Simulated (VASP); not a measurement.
# Ti (Fmmm) in VASP: notebook

Runs on Ti. Level: PBE. Tasks: single point.

Everything below comes from runs of VASP 6.6.1. Logs are shortened: lines on timing, memory, paths and dates and some standing lists are left out, and cuts for length are marked.

**1. The cell of the first run**

The structure is orthorhombic, space group Fmmm (No. 69). Conventional cell: a = 3.744 Å, b = 4.435 Å, c = 4.772 Å, α = 90.00°, β = 90.00°, γ = 90.00°. Within 3.8 Å of Ti (site symmetry mmm) lie 14 Ti at 2.90 to 3.74 Å.

**2. Single point, PBE (engineering shear strain xy -0.0733, normal strain along z +0.1500)**

INCAR

```
SYSTEM = Ti
PREC = Accurate
ENCUT = 520
EDIFF = 1E-6
ISMEAR = 0
SIGMA = 0.15
LREAL = .FALSE.
LASPH = .TRUE.
NELM = 100
ALGO = Fast
ISIF = 2
LWAVE = .FALSE.
LCHARG = .TRUE.
GGA = PE
LELF = .TRUE.
LVHAR = .TRUE.
NBANDS = 12
```

KPOINTS

```
Automatic mesh
0
G
  20 20 20
  0 0 0
```

POSCAR

```
Ti
1.0
   -1.6872708295      1.6872708295      1.8717613986
    1.6872708295     -1.6872708295      1.8717613986
    1.5679663855      1.5679663855     -1.8717613986
Ti
1
Direct
    0.0000000000      0.0000000000      0.0000000000
```

Potentials or basis: VASP PAW PBE potentials, release 64 (Ti_sv).

On the command line:

```
$ cat potpaw_PBE.64/Ti_sv/POTCAR > POTCAR
$ mpirun -np 1 vasp_std > vasp.out
```

OUTCAR:

```text
SYSTEM = Ti
   PREC = Accurate
   ENCUT = 520
   EDIFF = 1E-6
   ISMEAR = 0
   LREAL = .FALSE.
   LASPH = .TRUE.
   NELM = 100
   ISIF = 2
   GGA = PE

 ion  position               nearest neighbor table
   1  0.000  0.000  0.000-

  LATTYP: Found a face centered orthorhombic cell.
 ALAT       =     3.7435227972
 B/A-ratio  =     1.1846805524
 C/A-ratio  =     1.2748212952

  Lattice vectors:

 A1 = (  -0.1193044440,   3.2552372150,   0.0000000000)
 A2 = (  -1.6872708295,   1.6872708295,   1.8717613986)
 A3 = (   1.5679663855,   1.5679663855,   1.8717613986)

Analysis of symmetry for initial positions (statically):
=====================================================================
 Subroutine PRICEL returns:
 Original cell was already a primitive cell.

 Routine SETGRP: Setting up the symmetry group for a
 face centered orthorhombic supercell.

 Subroutine GETGRP returns: Found  8 space group operations
 (whereof  8 operations were pure point group operations)
 out of a pool of  8 trial point group operations.

The static configuration has the point symmetry D_2h.

Analysis of symmetry for dynamics (positions and initial velocities):
=====================================================================
 Subroutine PRICEL returns:
 Original cell was already a primitive cell.

 Routine SETGRP: Setting up the symmetry group for a
 face centered orthorhombic supercell.

 Subroutine GETGRP returns: Found  8 space group operations
 (whereof  8 operations were pure point group operations)
 out of a pool of  8 trial point group operations.

The dynamic configuration has the point symmetry D_2h.

 Subroutine INISYM returns: Found  8 space group operations
 (whereof  8 operations are pure point group operations),
 and found     1 'primitive' translations

----------------------------------------------------------------------------------------

                                     Primitive cell

  volume of cell :      19.8076

  direct lattice vectors                    reciprocal lattice vectors
    -1.687270830  1.687270830  1.871761399     0.011273924  0.307610464  0.267128065
     1.687270830 -1.687270830  1.871761399     0.307610464  0.011273924  0.267128065
     1.567966385  1.567966385 -1.871761399     0.318884387  0.318884387  0.000000000

  length of vectors
     3.032697881  3.032697881  2.901814588     0.407564353  0.407564353  0.450970625
[... 79 lines left out ...]
   EDIFF  = 0.1E-05   stopping-criterion for ELM
   LREAL  =      F    real-space projection
   EDIFFG = 0.1E-04   stopping-criterion for IOM
   NSW    =      0    number of steps for IOM
   IBRION =     -1    ionic relax: 0-MD 1-quasi-New 2-CG
   NFREE  =      0    steps in history (QN), initial steepest desc. (CG)
   ISIF   =      2    stress and relaxation
   ISYM   =      2    0-nonsym 1-usesym 2-fastsym
   POTIM  = 0.5000    time-step for ionic-motion
   TEBEG  =    0.0;   TEEND  =   0.0 temperature during run
   PSTRESS=    0.0 pullay stress
   NELECT =      12.0000    total number of electrons
   NUPDOWN=      -1.0000    fix difference up-down
   EMIN   =  10.00;   EMAX   =-10.00  energy-range for DOS
   EFERMI =   0.00;   METHOD = LEGACY
   ISMEAR =     0;   SIGMA  =   0.15  broadening in eV -4-tet -1-fermi 0-gaus
   EFERMI_NEDOS =   21; number of points for ismear=-14 and -15
   IALGO  =     68    algorithm
   IMIX   =      4    mixing-type and parameters
     AMIX     =   0.40;   BMIX     =  1.00
     AMIX_MAG =   1.60;   BMIX_MAG =  1.00
  volume/ion in A,a.u.               =      19.81       133.67
  Fermi-wavevector in a.u.,A,eV,Ry     =   1.385239  2.617721 26.108027  1.918886
  Thomas-Fermi vector in A             =   2.509667
   LORBIT       =      0    0 simple, 1 ext, 2 COOP (PROOUT), +10 PAW based schemes
   GGA     = PE    functional components
   LHFCALC =     F    Hartree Fock is set to
   AEXX    =    0.0000 exact exchange contribution
   IVDW    =     0    specifies the selected vdW correction
   LEPSILON=     F    determine dielectric tensor
   LRPA    =     F    only Hartree local field effects (RPA)
 non-spin polarized calculation
 RMM-DIIS sequential band-by-band and
 Gauss-broadening in eV      SIGMA  =   0.15
  energy-cutoff  :      520.00
  volume of cell :       19.81
 maximum number of plane-waves:       552
   NGX = 11   NGY = 11   NGZ = 11

 number of electron      12.0000002 magnetization

 Free energy of the ion-electron system (eV)
  ---------------------------------------------------
  ext. energy  EPLUGINS =         0.00000000
  ---------------------------------------------------
  free energy    TOTEN  =        -7.64732132 eV

  energy without entropy =       -7.61705407  energy(sigma->0) =       -7.63218769

 E-fermi :   6.8235     XC(G=0): -10.8919

 val. band max:        6.8233656849   @ k =  -0.0500   0.4500   0.2500
 cond. band min:       6.8247187926   @ k =  -0.4500   0.3000   0.0000
 fundamental gap:      0.0013531077
 Fermi energy:         6.8234824072

 k-point     1 :       0.0000    0.0000    0.0000
  band No.  band energies     occupation
      1     -50.0384      2.00000
      2     -26.0381      2.00000
      3     -26.0042      2.00000
      4     -26.0009      2.00000
      5       1.1485      2.00000
      6       7.1698      0.00109
      7       7.7846      0.00000
      8       8.1224      0.00000
      9       8.6039      0.00000
     10       9.4816      0.00000
     11      22.1149      0.00000
     12      23.4112      0.00000
[... 331 lines left out ...]
 k-point    24 :      -0.3500    0.0500    0.0000
  band No.  band energies     occupation
      1     -49.9841      2.00000
      2     -26.3331      2.00000
      3     -26.1121      2.00000
      4     -26.0137      2.00000
      5       3.7259      2.00000
      6       6.8960      0.49402
      7       7.0460      0.03595
      8       8.5898      0.00000
      9       9.3593      0.00000
     10       9.5296      0.00000
     11      16.6630      0.00000
     12      20.5722      0.00000

 [... further k-points ...]
[... 5 lines left out ...]
  --------------------------------------------------------------------------------------
  -------------------------------------------------------------------------------------
  Total       -1.5532236     -1.5532236     -1.1408362      0.1966600      0.0000000      0.0000000
  in kB     -125.6355473   -125.6355473    -92.2787819     15.9072336      0.0000000      0.0000000
  external PRESSURE =    -114.5166255 kB  Pullay stress =       0.0000000 kB

 VOLUME and BASIS-vectors are now :
 -----------------------------------------------------------------------------
  energy-cutoff  :      520.00
  volume of cell :       19.81
      direct lattice vectors                 reciprocal lattice vectors
    -1.687270830  1.687270830  1.871761399     0.011273924  0.307610464  0.267128065
     1.687270830 -1.687270830  1.871761399     0.307610464  0.011273924  0.267128065
     1.567966385  1.567966385 -1.871761399     0.318884387  0.318884387  0.000000000

 POSITION                                       TOTAL-FORCE (eV/Angst)
 -----------------------------------------------------------------------------------
      0.00000      0.00000      0.00000        -0.000000     -0.000000      0.000000
 -----------------------------------------------------------------------------------
    total drift:                                0.000000      0.000000      0.000000

  FREE ENERGIE OF THE ION-ELECTRON SYSTEM (eV)
  ---------------------------------------------------
  free  energy   TOTEN  =        -7.6473213172 eV

  energy  without entropy=       -7.6170540710  energy(sigma->0) =       -7.63218769
```

stdout:

```text
POSCAR found type information on POSCAR Ti
 POSCAR found :  1 types and       1 ions
 scaLAPACK will be used
 LDA part: xc-table for (Slater+PW92), standard interpolation
 POSCAR, INCAR and KPOINTS ok, starting setup
 FFT: planning ... GRIDC
 FFT: planning ... GRID_SOFT
 FFT: planning ... GRID
 WAVECAR not read
 entering main loop
WARNING in EDDRMM: call to ZHEGV failed, returncode =   8  4      5
WARNING in EDDRMM: call to ZHEGV failed, returncode =   8  4      9
WARNING in EDDRMM: call to ZHEGV failed, returncode =   6  3     10
WARNING in EDDRMM: call to ZHEGV failed, returncode =   6  3      7
WARNING in EDDRMM: call to ZHEGV failed, returncode =   6  3      8
WARNING in EDDRMM: call to ZHEGV failed, returncode =   6  3     10
WARNING in EDDRMM: call to ZHEGV failed, returncode =   6  3      5
WARNING in EDDRMM: call to ZHEGV failed, returncode =   8  4     11
WARNING in EDDRMM: call to ZHEGV failed, returncode =   6  3      9
WARNING in EDDRMM: call to ZHEGV failed, returncode =   6  3      7
[... 6 lines left out ...]
WARNING in EDDRMM: call to ZHEGV failed, returncode =   8  4      5
WARNING in EDDRMM: call to ZHEGV failed, returncode =   8  4      5
WARNING in EDDRMM: call to ZHEGV failed, returncode =   6  3      5
WARNING in EDDRMM: call to ZHEGV failed, returncode =   6  3      5
WARNING in EDDRMM: call to ZHEGV failed, returncode =   6  3      5
WARNING in EDDRMM: call to ZHEGV failed, returncode =   6  3      9
WARNING in EDDRMM: call to ZHEGV failed, returncode =   6  3      6
WARNING in EDDRMM: call to ZHEGV failed, returncode =   6  3      7
WARNING in EDDRMM: call to ZHEGV failed, returncode =   6  3      6
WARNING in EDDRMM: call to ZHEGV failed, returncode =   6  3      5
```

Wall time 5.1 min (1 thread of Intel Xeon Platinum 8175M at 2.50GHz (Skylake/Cascade Lake), shared host); peak memory 0.37 GiB.

What came out:

- Free energy: -7.6473 eV
- Pressure: -11.5 GPa
- Band gap on the k mesh: zero (band 6 reaches 7.49 eV, above the bottom of band 7 at 6.25 eV)

Levels at points of the mesh, in eV from the Fermi level:
```csv
k point,band 3,band 4,band 5,band 6,band 7,band 8,band 9,band 10
"(0.00, 0.00, 0.00)",-32.83,-32.82,-5.67,0.35,0.96,1.30,1.78,2.66
"(0.50, 0.00, 0.00)",-32.96,-32.83,-2.21,0.03,0.58,1.68,2.74,3.40
"(0.50, 0.50, 0.00)",-32.95,-32.87,-2.21,-0.97,0.89,2.95,2.98,3.45
"(0.00, 0.00, 0.50)",-33.05,-32.90,-2.11,-0.86,1.92,2.67,2.68,3.73
"(0.50, 0.50, 0.50)",-33.15,-33.05,-1.91,-1.55,3.06,3.11,3.56,5.08
```

Caveat: the cell differs from its parent crystal (engineering shear strain xy -0.0733, normal strain along z +0.1500).

**3. Single point, PBE (engineering shear strain xy -0.0733, normal strain along z -0.1000)**

INCAR

```
PREC = Accurate
ENCUT = 520
EDIFF = 1E-6
ISMEAR = 0
SIGMA = 0.15
LREAL = F
LASPH = T
NELM = 80
ALGO = Fast
ISIF = 2
LWAVE = F
LCHARG = F
GGA = PE
NBANDS = 12
```

KPOINTS

```
Automatic mesh
0
Gamma
  20 20 20
```

POSCAR

```
Ti
1.0
   -1.6872708295      1.6872708295      1.4648567468
    1.6872708295     -1.6872708295      1.4648567468
    1.5679663855      1.5679663855     -1.4648567468
Ti
1
Direct
    0.0000000000      0.0000000000      0.0000000000
```

Potentials or basis: VASP PAW PBE potentials, release 64 (Ti_sv).

On the command line:

```
$ cat potpaw_PBE.64/Ti_sv/POTCAR > POTCAR
$ mpirun -np 1 vasp_std > vasp.out
```

It took 3.9 min on 1 thread of Intel Xeon 6975P-C, shared host; peak memory 0.32 GiB.

The run converged. Its results:

* Free energy: -7.6683 eV
* Pressure: 13.3 GPa
* Band gap on the k mesh: zero (band 6 reaches 10.13 eV, above the bottom of band 7 at 8.74 eV)

Stress tensor (GPa, compression positive):
```
14.00  3.51  0.00
 3.51 14.00  0.00
 0.00  0.00 11.82
```

Levels at points of the mesh, in eV from the Fermi level:
```
           k point  band 3  band 4  band 5  band 6  band 7  band 8  band 9  band 10
(0.00, 0.00, 0.00)  -32.04  -31.97   -6.20    0.40    1.01    1.81    2.53     3.55
(0.50, 0.00, 0.00)  -32.37  -32.09   -2.78   -0.90    1.85    3.08    3.96     4.84
(0.50, 0.50, 0.00)  -32.22  -31.96   -2.78    0.01    0.48    2.61    3.54     4.58
(0.00, 0.00, 0.50)  -32.37  -32.08   -2.73    0.34    1.57    2.19    2.82     5.02
(0.50, 0.50, 0.50)  -32.65  -32.58   -2.67   -2.42    4.06    4.60    4.76     8.16
```

Caveat: the cell differs from its parent crystal (engineering shear strain xy -0.0733, normal strain along z -0.1000).
